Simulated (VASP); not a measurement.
# NbCd3 (Pm-3m) in VASP: settings compared

Aim: see how the results for NbCd3 move with the level of theory and the settings. Levels: LDA, PBE. Tasks: single point.

Program: VASP 6.6.1. These are calculated values, not measurements. Logs are shortened: lines on timing, memory, paths and dates and some standing lists are left out, and cuts for length are marked.

## (1) The cell of the first run

The structure is cubic, space group Pm-3m (No. 221). The conventional cell has a = 4.215 Å, b = 4.215 Å, c = 4.215 Å, α = 90.00°, β = 90.00°, γ = 90.00°. Within 3.9 Å of Cd (site symmetry 4/mmm) lie 8 Cd at 2.98 Å and 4 Nb at 2.98 Å. Nb (site symmetry m-3m) has 12 Cd at 2.98 Å within 3.9 Å.

## (2) Single point, LDA

Input file INCAR:

```
PREC = Accurate ; ENCUT = 520
EDIFF = 1E-7 ; ISMEAR = -1
SIGMA = 0.05 ; LREAL = False
LASPH = True ; NELM = 60
ALGO = Normal ; ISIF = 2
LWAVE = False ; LCHARG = True
LELF = True ; LVHAR = True
NBANDS = 32
```

Input file KPOINTS:

```
Automatic mesh
0
Gamma
  6 6 6
```

Input file POSCAR:

```
NbCd3
1.0
    4.2150000000      0.0000000000      0.0000000000
    0.0000000000      4.2150000000      0.0000000000
    0.0000000000      0.0000000000      4.2150000000
Cd Nb
3 1
Direct
    0.5000000000      0.5000000000      0.0000000000
    0.5000000000      0.0000000000      0.5000000000
    0.0000000000      0.5000000000      0.5000000000
    0.0000000000      0.0000000000      0.0000000000
```

Potentials or basis: VASP PAW LDA potentials, release 64 (Cd, Nb_sv).

On the command line:

```console
$ cat potpaw_LDA.64/Cd/POTCAR potpaw_LDA.64/Nb_sv/POTCAR > POTCAR
$ mpirun -np 1 vasp_std > vasp.out
```

OUTCAR:

```text
PREC = Accurate
   ENCUT = 520
   EDIFF = 1E-7
   ISMEAR = -1
   LREAL = False
   LASPH = True
   NELM = 60
   ISIF = 2

 ion  position               nearest neighbor table
   1  0.500  0.500  0.000-   2 2.98   3 2.98   4 2.98   2 2.98   3 2.98   2 2.98   4 2.98   2 2.98
                             3 2.98   4 2.98   3 2.98   4 2.98
   2  0.500  0.000  0.500-   1 2.98   3 2.98   4 2.98   1 2.98   4 2.98   1 2.98   3 2.98   1 2.98
                             3 2.98   4 2.98   4 2.98   3 2.98
   3  0.000  0.500  0.500-   1 2.98   2 2.98   4 2.98   1 2.98   4 2.98   2 2.98   4 2.98   4 2.98
                             1 2.98   2 2.98   1 2.98   2 2.98
   4  0.000  0.000  0.000-   1 2.98   2 2.98   3 2.98   2 2.98   3 2.98   1 2.98   3 2.98   3 2.98
                             1 2.98   2 2.98   2 2.98   1 2.98

  LATTYP: Found a simple cubic cell.
 ALAT       =     4.2150000000

  Lattice vectors:

 A1 = (   4.2150000000,   0.0000000000,   0.0000000000)
 A2 = (   0.0000000000,   4.2150000000,   0.0000000000)
 A3 = (   0.0000000000,   0.0000000000,   4.2150000000)

Analysis of symmetry for initial positions (statically):
=====================================================================
 Subroutine PRICEL returns:
 Original cell was already a primitive cell.

 Routine SETGRP: Setting up the symmetry group for a
 simple cubic supercell.

 Subroutine GETGRP returns: Found 48 space group operations
 (whereof 48 operations were pure point group operations)
 out of a pool of 48 trial point group operations.

The static configuration has the point symmetry O_h .

Analysis of symmetry for dynamics (positions and initial velocities):
=====================================================================
 Subroutine PRICEL returns:
 Original cell was already a primitive cell.

 Routine SETGRP: Setting up the symmetry group for a
 simple cubic supercell.

 Subroutine GETGRP returns: Found 48 space group operations
 (whereof 48 operations were pure point group operations)
 out of a pool of 48 trial point group operations.

The dynamic configuration has the point symmetry O_h .

 Subroutine INISYM returns: Found 48 space group operations
 (whereof 48 operations are pure point group operations),
 and found     1 'primitive' translations

----------------------------------------------------------------------------------------

                                     Primitive cell

  volume of cell :      74.8846
[... 87 lines left out ...]
   NELM   =     60;   NELMIN=  2; NELMDL= -5     # of ELM steps
   EDIFF  = 0.1E-06   stopping-criterion for ELM
   LREAL  =      F    real-space projection
   EDIFFG = 0.1E-05   stopping-criterion for IOM
   NSW    =      0    number of steps for IOM
   IBRION =     -1    ionic relax: 0-MD 1-quasi-New 2-CG
   NFREE  =      0    steps in history (QN), initial steepest desc. (CG)
   ISIF   =      2    stress and relaxation
   ISYM   =      2    0-nonsym 1-usesym 2-fastsym
   POTIM  = 0.5000    time-step for ionic-motion
   TEBEG  =    0.0;   TEEND  =   0.0 temperature during run
   PSTRESS=    0.0 pullay stress
   NELECT =      49.0000    total number of electrons
   NUPDOWN=      -1.0000    fix difference up-down
   EMIN   =  10.00;   EMAX   =-10.00  energy-range for DOS
   EFERMI =   0.00;   METHOD = LEGACY
   ISMEAR =    -1;   SIGMA  =   0.05  broadening in eV -4-tet -1-fermi 0-gaus
   EFERMI_NEDOS =   21; number of points for ismear=-14 and -15
   IALGO  =     38    algorithm
   IMIX   =      4    mixing-type and parameters
     AMIX     =   0.40;   BMIX     =  1.00
     AMIX_MAG =   1.60;   BMIX_MAG =  1.00
  volume/ion in A,a.u.               =      18.72       126.34
  Fermi-wavevector in a.u.,A,eV,Ry     =   1.421268  2.685807 27.483802  2.020002
  Thomas-Fermi vector in A             =   2.542096
   LORBIT       =      0    0 simple, 1 ext, 2 COOP (PROOUT), +10 PAW based schemes
   GGA     = CA    functional components
   LHFCALC =     F    Hartree Fock is set to
   AEXX    =    0.0000 exact exchange contribution
   IVDW    =     0    specifies the selected vdW correction
   LEPSILON=     F    determine dielectric tensor
   LRPA    =     F    only Hartree local field effects (RPA)
 non-spin polarized calculation
  energy-cutoff  :      520.00
  volume of cell :       74.88
 maximum number of plane-waves:      2040
 NGX is ok and might be reduce to    32
   NGX = 15   NGY = 15   NGZ = 15

 number of electron      49.0000039 magnetization

 Free energy of the ion-electron system (eV)
  ---------------------------------------------------
  ext. energy  EPLUGINS =         0.00000000
  ---------------------------------------------------
  free energy    TOTEN  =       -15.47170018 eV

  energy without entropy =      -15.45149665  energy(sigma->0) =      -15.46159842

 E-fermi :   5.0750     XC(G=0): -12.2597

 val. band max:        5.0108610176   @ k =   0.5000   0.3333   0.0000
 cond. band min:       5.0880678011   @ k =   0.3333   0.3333   0.0000
 fundamental gap:      0.0772067835
 Fermi energy:         5.0749886007

 k-point     1 :       0.0000    0.0000    0.0000
  band No.  band energies     occupation
      1     -49.5237      2.00000
      2     -25.7479      2.00000
      3     -25.7479      2.00000
      4     -25.7479      2.00000
      5      -4.6505      2.00000
      6      -4.4136      2.00000
[... 689 lines left out ...]
     31       9.3576      0.00000
     32       9.3576      0.00000

------------------------ aborting loop because EDIFF is reached ----------------------------------------

  FORCE on cell =-STRESS in cart. coord.  units (eV):
  Direction    XX          YY          ZZ          XY          YZ          ZX
  --------------------------------------------------------------------------------------
  -------------------------------------------------------------------------------------
  Total       -0.7791245     -0.7791245     -0.7791245      0.0000000      0.0000000     -0.0000000
  in kB      -16.6695822    -16.6695822    -16.6695822      0.0000000      0.0000000     -0.0000000
  external PRESSURE =     -16.6695822 kB  Pullay stress =       0.0000000 kB

 VOLUME and BASIS-vectors are now :
 -----------------------------------------------------------------------------
  energy-cutoff  :      520.00
  volume of cell :       74.88
      direct lattice vectors                 reciprocal lattice vectors
     4.215000000  0.000000000  0.000000000     0.237247924  0.000000000  0.000000000
     0.000000000  4.215000000  0.000000000     0.000000000  0.237247924  0.000000000
     0.000000000  0.000000000  4.215000000     0.000000000  0.000000000  0.237247924

 POSITION                                       TOTAL-FORCE (eV/Angst)
 -----------------------------------------------------------------------------------
      2.10750      2.10750      0.00000         0.000000      0.000000      0.000000
      2.10750      0.00000      2.10750         0.000000      0.000000      0.000000
      0.00000      2.10750      2.10750         0.000000      0.000000      0.000000
      0.00000      0.00000      0.00000         0.000000      0.000000      0.000000
 -----------------------------------------------------------------------------------
    total drift:                                0.000000     -0.000000     -0.000000

  FREE ENERGIE OF THE ION-ELECTRON SYSTEM (eV)
  ---------------------------------------------------
  free  energy   TOTEN  =       -15.4717001821 eV

  energy  without entropy=      -15.4514966513  energy(sigma->0) =      -15.46159842
```

Run time: 60 s. Hardware: 1 thread of AMD EPYC 7R13, shared host; peak memory 0.14 GiB.

What came out:

```
Free energy : -15.4717 eV
Pressure    : -1.7 GPa
```

## (3) Single point, PBE

Input file INCAR:

```
ALGO     = Fast           # electronic algorithm
EDIFF    = 1E-6           # SCF threshold, eV
ENCUT    = 520            # plane-wave cutoff, eV
GGA      = PE             # functional
ISIF     = 2              # what is computed and relaxed
ISMEAR   = -1             # smearing method
LASPH    = T              # aspherical terms in the spheres
LCHARG   = F              # write CHGCAR
LREAL    = F              # projectors in reciprocal space
LWAVE    = F              # write WAVECAR
NBANDS   = 32             # bands
NELM     = 80             # most SCF steps
PREC     = Accurate       # precision mode
SIGMA    = 0.05           # smearing width, eV
```

Input file KPOINTS:

```
k-points
0
Gamma
  6 6 6
```

POSCAR is that of step 2.

Potentials or basis: VASP PAW PBE potentials, release 64 (Cd, Nb_sv).

On the command line:

```console
$ cat potpaw_PBE.64/Cd/POTCAR potpaw_PBE.64/Nb_sv/POTCAR > POTCAR
$ mpirun -np 1 vasp_std > vasp.out
```

It took 1.8 min on 1 thread of AMD EPYC 7R13, shared host; peak memory 0.17 GiB.

Results (log left out):

```yaml
Free_energy: -11.7461 eV
Pressure: 7.8 GPa
```

Levels at points of the mesh, in eV from the Fermi level:
| k point | band 21 | band 22 | band 23 | band 24 | band 25 | band 26 | band 27 | band 28 |
| --- | --- | --- | --- | --- | --- | --- | --- | --- |
| (0.00, 0.00, 0.00) | -0.95 | -0.95 | 0.20 | 0.20 | 0.20 | 1.26 | 1.26 | 1.26 |
| (0.50, 0.00, 0.00) | -5.95 | -0.92 | -0.92 | -0.83 | 1.04 | 1.17 | 3.29 | 4.26 |
| (0.50, 0.50, 0.00) | -3.20 | -3.20 | -3.20 | -0.35 | -0.35 | 1.14 | 1.84 | 2.17 |
| (0.50, 0.50, 0.50) | -2.43 | -2.43 | -2.40 | -1.22 | -1.22 | -1.22 | 1.53 | 1.53 |

## (4) Single point, PBE

This run uses another cell than the first one, of 17.60 Å³/atom, 0.940 times its volume.

Input file INCAR:

```
SYSTEM = NbCd3
PREC = Accurate ; ENCUT = 520
EDIFF = 1E-6 ; ISMEAR = -1
SIGMA = 0.05 ; LREAL = .False.
LASPH = .True. ; NELM = 80
ALGO = Normal ; ISIF = 2
LWAVE = .False. ; LCHARG = .True.
GGA = PE ; LELF = .True.
LVHAR = .True. ; NBANDS = 32
```

Input file KPOINTS:

```
Automatic mesh
0
Gamma
  6 6 6
  0 0 0
```

Input file POSCAR:

```
NbCd3
1.0
    4.1289554482      0.0000000000      0.0000000000
    0.0000000000      4.1289554482      0.0000000000
    0.0000000000      0.0000000000      4.1289554482
Cd Nb
3 1
Direct
    0.5000000000      0.5000000000      0.0000000000
    0.5000000000      0.0000000000      0.5000000000
    0.0000000000      0.5000000000      0.5000000000
    0.0000000000      0.0000000000      0.0000000000
```

Potentials or basis: VASP PAW PBE potentials, release 64 (Cd, Nb_sv).

On the command line:

```console
$ cat potpaw_PBE.64/Cd/POTCAR potpaw_PBE.64/Nb_sv/POTCAR > POTCAR
$ mpirun -np 1 vasp_std > vasp.out
```

OUTCAR:

```text
SYSTEM = NbCd3
   PREC = Accurate
   ENCUT = 520
   EDIFF = 1E-6
   ISMEAR = -1
   LREAL = .False.
   LASPH = .True.
   NELM = 80
   ISIF = 2
   GGA = PE

 ion  position               nearest neighbor table
   1  0.500  0.500  0.000-   2 2.92   3 2.92   4 2.92   2 2.92   3 2.92   2 2.92   4 2.92   2 2.92
                             3 2.92   4 2.92   3 2.92   4 2.92
   2  0.500  0.000  0.500-   1 2.92   3 2.92   4 2.92   1 2.92   4 2.92   1 2.92   3 2.92   1 2.92
                             3 2.92   4 2.92   4 2.92   3 2.92
[... 897 lines left out ...]
  Direction    XX          YY          ZZ          XY          YZ          ZX
  --------------------------------------------------------------------------------------
  -------------------------------------------------------------------------------------
  Total        7.5506855      7.5506855      7.5506855      0.0000000     -0.0000000      0.0000000
  in kB      171.8606193    171.8606193    171.8606193      0.0000000     -0.0000000      0.0000000
  external PRESSURE =     171.8606193 kB  Pullay stress =       0.0000000 kB

 VOLUME and BASIS-vectors are now :
 -----------------------------------------------------------------------------
  energy-cutoff  :      520.00
  volume of cell :       70.39
      direct lattice vectors                 reciprocal lattice vectors
     4.128955448  0.000000000  0.000000000     0.242192005  0.000000000  0.000000000
     0.000000000  4.128955448  0.000000000     0.000000000  0.242192005  0.000000000
     0.000000000  0.000000000  4.128955448     0.000000000  0.000000000  0.242192005

 POSITION                                       TOTAL-FORCE (eV/Angst)
 -----------------------------------------------------------------------------------
      2.06448      2.06448      0.00000         0.000000      0.000000      0.000000
      2.06448      0.00000      2.06448         0.000000      0.000000      0.000000
      0.00000      2.06448      2.06448         0.000000      0.000000      0.000000
      0.00000      0.00000      0.00000         0.000000      0.000000      0.000000
 -----------------------------------------------------------------------------------
    total drift:                                0.000000     -0.000000     -0.000000

  FREE ENERGIE OF THE ION-ELECTRON SYSTEM (eV)
  ---------------------------------------------------
  free  energy   TOTEN  =       -11.4028676113 eV

  energy  without entropy=      -11.3841843516  energy(sigma->0) =      -11.39352598
```

OSZICAR:

```text
N       E                     dE             d eps       ncg     rms          rms(c)
DAV:   1     0.479605353691E+03    0.47961E+03   -0.26336E+04  1280   0.160E+03
DAV:   2     0.635668344752E+01   -0.47325E+03   -0.45894E+03  1416   0.495E+02
DAV:   3    -0.114712141953E+02   -0.17828E+02   -0.17344E+02  1816   0.971E+01
DAV:   4    -0.121363285210E+02   -0.66511E+00   -0.66299E+00  1880   0.150E+01
DAV:   5    -0.121470923296E+02   -0.10764E-01   -0.10757E-01  1680   0.162E+00    0.114E+01
DAV:   6    -0.115007639781E+02    0.64633E+00   -0.14242E+00  1640   0.114E+01    0.744E+00
DAV:   7    -0.114095511592E+02    0.91213E-01   -0.26462E-01  1624   0.388E+00    0.352E+00
DAV:   8    -0.114043232776E+02    0.52279E-02   -0.57472E-02  1680   0.217E+00    0.542E-01
DAV:   9    -0.114027953718E+02    0.15279E-02   -0.54809E-03  1640   0.575E-01    0.221E-01
DAV:  10    -0.114028517479E+02   -0.56376E-04   -0.78976E-04  1536   0.193E-01    0.649E-02
DAV:  11    -0.114028689024E+02   -0.17155E-04   -0.49929E-05  1496   0.688E-02    0.272E-02
DAV:  12    -0.114028671593E+02    0.17431E-05   -0.28283E-06  1400   0.131E-02    0.800E-03
DAV:  13    -0.114028676113E+02   -0.45202E-06   -0.43150E-07   784   0.554E-03
   1 F= -.11402868E+02 E0= -.11393526E+02  d E =-.186833E-01
```

stdout:

```text
POSCAR found type information on POSCAR CdNb
 POSCAR found :  2 types and       4 ions
 scaLAPACK will be used
 LDA part: xc-table for (Slater+PW92), standard interpolation
 POSCAR, INCAR and KPOINTS ok, starting setup
 FFT: planning ... GRIDC
 FFT: planning ... GRID_SOFT
 FFT: planning ... GRID
 WAVECAR not read
 entering main loop
```

Run time: 21 s. Hardware: 1 thread of Intel Xeon Platinum 8488C (Sapphire Rapids), shared host; peak memory 0.19 GiB.

Results:

```
Free energy : -11.4029 eV
Pressure    : 17.2 GPa
```

Levels at points of the mesh, in eV from the Fermi level:
```tsv
k point	band 22	band 23	band 24	band 25	band 26	band 27
(0.00, 0.00, 0.00)	-0.93	0.15	0.15	0.15	1.39	1.39
(0.50, 0.00, 0.00)	-1.02	-1.02	-0.89	1.11	1.29	3.62
(0.50, 0.50, 0.00)	-3.23	-3.23	-0.39	-0.39	1.21	2.03
(0.50, 0.50, 0.50)	-2.43	-2.43	-1.31	-1.31	-1.31	1.65
```

## (5) Single point, PBE

This run uses another cell than the first one, of 17.97 Å³/atom, 0.960 times its volume.

Input file INCAR:

```
SYSTEM = NbCd3
ALGO     = Fast           ! electronic algorithm
EDIFF    = 1E-6           ! SCF threshold, eV
ENCUT    = 520            ! plane-wave cutoff, eV
GGA      = PE             ! functional
ISIF     = 2              ! what is computed and relaxed
ISMEAR   = -1             ! smearing method
LASPH    = .True.         ! aspherical terms in the spheres
LCHARG   = .True.         ! write CHGCAR
LELF     = .True.         ! ELF
LREAL    = .False.        ! projectors in reciprocal space
LVHAR    = .True.       
LWAVE    = .False.        ! write WAVECAR
NBANDS   = 32             ! bands
NELM     = 60             ! most SCF steps
PREC     = Accurate       ! precision mode
SIGMA    = 0.05           ! smearing width, eV
```

Input file KPOINTS:

```
k-points
0
Gamma
  6 6 6
  0 0 0
```

Input file POSCAR:

```
NbCd3
1.0
    4.1580335573      0.0000000000      0.0000000000
    0.0000000000      4.1580335573      0.0000000000
    0.0000000000      0.0000000000      4.1580335573
Cd Nb
3 1
Direct
    0.5000000000      0.5000000000      0.0000000000
    0.5000000000      0.0000000000      0.5000000000
    0.0000000000      0.5000000000      0.5000000000
    0.0000000000      0.0000000000      0.0000000000
```

On the command line:

```console
$ cat potpaw_PBE.64/Cd/POTCAR potpaw_PBE.64/Nb_sv/POTCAR > POTCAR
$ mpirun -np 1 vasp_std > vasp.out
```

Run time: 32 s. Hardware: 1 thread of Intel Xeon Platinum 8488C (Sapphire Rapids), shared host; peak memory 0.19 GiB.

Results (log left out):

- Free energy: -11.5471 eV
- Pressure: 13.7 GPa

Levels at points of the mesh, in eV from the Fermi level:
| k point | band 21 | band 22 | band 23 | band 24 | band 25 | band 26 | band 27 | band 28 |
| --- | --- | --- | --- | --- | --- | --- | --- | --- |
| (0.00, 0.00, 0.00) | -0.94 | -0.94 | 0.17 | 0.17 | 0.17 | 1.35 | 1.35 | 1.35 |
| (0.50, 0.00, 0.00) | -6.13 | -0.98 | -0.98 | -0.87 | 1.08 | 1.25 | 3.51 | 4.42 |
| (0.50, 0.50, 0.00) | -3.33 | -3.22 | -3.22 | -0.37 | -0.37 | 1.19 | 1.96 | 2.26 |
| (0.50, 0.50, 0.50) | -2.43 | -2.43 | -2.43 | -1.28 | -1.28 | -1.28 | 1.61 | 1.61 |

## (6) Single point, PBE

This run uses another cell than the first one, of 18.35 Å³/atom, 0.980 times its volume.

Input file INCAR:

```
ALGO = Normal ; EDIFF = 1E-6
ENCUT = 520 ; GGA = PE
ISIF = 2 ; ISMEAR = -1
LASPH = True ; LCHARG = False
LREAL = False ; LWAVE = False
NBANDS = 32 ; NELM = 80
PREC = Accurate ; SIGMA = 0.05
```

Input file KPOINTS:

```
k-points
0
Gamma
  6 6 6
```

Input file POSCAR:

```
NbCd3
1.0
    4.1867105570      0.0000000000      0.0000000000
    0.0000000000      4.1867105570      0.0000000000
    0.0000000000      0.0000000000      4.1867105570
Cd Nb
3 1
Direct
    0.5000000000      0.5000000000      0.0000000000
    0.5000000000      0.0000000000      0.5000000000
    0.0000000000      0.5000000000      0.5000000000
    0.0000000000      0.0000000000      0.0000000000
```

Potentials or basis: VASP PAW PBE potentials, release 64 (Cd, Nb_sv).

On the command line:

```console
$ cat potpaw_PBE.64/Cd/POTCAR potpaw_PBE.64/Nb_sv/POTCAR > POTCAR
$ mpirun -np 1 vasp_std > vasp.out
```

Wall time 24 s (1 thread of Intel Xeon Platinum 8488C (Sapphire Rapids), shared host); peak memory 0.19 GiB.

It converged, with:

```
Free energy : -11.6604 eV
Pressure    : 10.6 GPa
```

Levels at points of the mesh, in eV from the Fermi level:
```csv
k point,band 20,band 21,band 22,band 23,band 24,band 25,band 26,band 27,band 28,band 29
"(0.00, 0.00, 0.00)",-7.61,-0.94,-0.94,0.18,0.18,0.18,1.30,1.30,1.30,5.67
"(0.50, 0.00, 0.00)",-6.30,-6.04,-0.95,-0.95,-0.85,1.06,1.21,3.40,4.34,4.34
"(0.50, 0.50, 0.00)",-5.37,-3.26,-3.21,-3.21,-0.36,-0.36,1.16,1.90,2.22,5.72
"(0.50, 0.50, 0.50)",-2.48,-2.43,-2.43,-2.43,-1.25,-1.25,-1.25,1.57,1.57,3.91
```

## (7) Overview

```tsv
level	potentials or basis	cell	gap on the mesh (eV)	pressure (GPa)
LDA	VASP PAW LDA potentials, release 64 (Cd, Nb_sv)	a = 4.215 Å, 4 atoms	none	-1.7
PBE	VASP PAW PBE potentials, release 64 (Cd, Nb_sv)	a = 4.215 Å, 4 atoms	none	7.8
PBE	VASP PAW PBE potentials, release 64 (Cd, Nb_sv)	a = 4.129 Å, 4 atoms	none	17.2
PBE	VASP PAW PBE potentials, release 64 (Cd, Nb_sv)	a = 4.158 Å, 4 atoms	none	13.7
PBE	VASP PAW PBE potentials, release 64 (Cd, Nb_sv)	a = 4.187 Å, 4 atoms	none	10.6
```

Alike in all rows: task single point; no spin polarisation; k mesh 6 × 6 × 6; cutoff (eV) 520; smearing fermi-dirac 0.05 eV.

Absolute energies hang on the potentials; compare differences alone.
